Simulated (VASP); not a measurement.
Write the native input for VASP 6.6.1 that does the following.

* Task: single point
* Functional: PBE
* Potentials or basis: VASP PAW PBE potentials, release 64 (Na_pv, Cl)
* Cutoff: 500 eV
* k mesh: 8 × 8 × 8
* Occupations: gaussian, width 0.02 eV
* Spin: no spin polarisation
* Dipole correction: no
* Further INCAR settings: ALGO = Normal; EDIFF = 1e-06; NBANDS = 14

The structure of NaCl lies in POSCAR:

```
NaCl
1.0
    0.0000000000      2.8510411857      2.8510411857
    2.8510411857      0.0000000000      2.8510411857
    2.8510411857      2.8510411857      0.0000000000
Na Cl
1 1
Direct
    0.0000000000      0.0000000000      0.0000000000
    0.5000000000      0.5000000000      0.5000000000
```

These files were run (other wordings do the same):

INCAR

```
PREC = Accurate
ENCUT = 500
EDIFF = 1E-6
ISMEAR = 0
SIGMA = 0.02
LREAL = F
LASPH = T
NELM = 120
ALGO = Normal
ISIF = 2
LWAVE = F
LCHARG = F
GGA = PE
NBANDS = 14
GGA_COMPAT = F
```

KPOINTS

```
Automatic mesh
0
Gamma
  8 8 8
```

Potentials or basis: VASP PAW PBE potentials, release 64 (Na_pv, Cl).

Launch:

```bash
$ cat potpaw_PBE.64/Na_pv/POTCAR potpaw_PBE.64/Cl/POTCAR > POTCAR
$ mpirun -np 1 vasp_std > vasp.out
```

It gave:

```
Pressure               : -0.1 GPa
Band gap on the k mesh : 4.98 eV
```

Run time: 25 s on 1 thread of Intel Xeon 8259CL (shared host), peak memory 0.16 GiB.
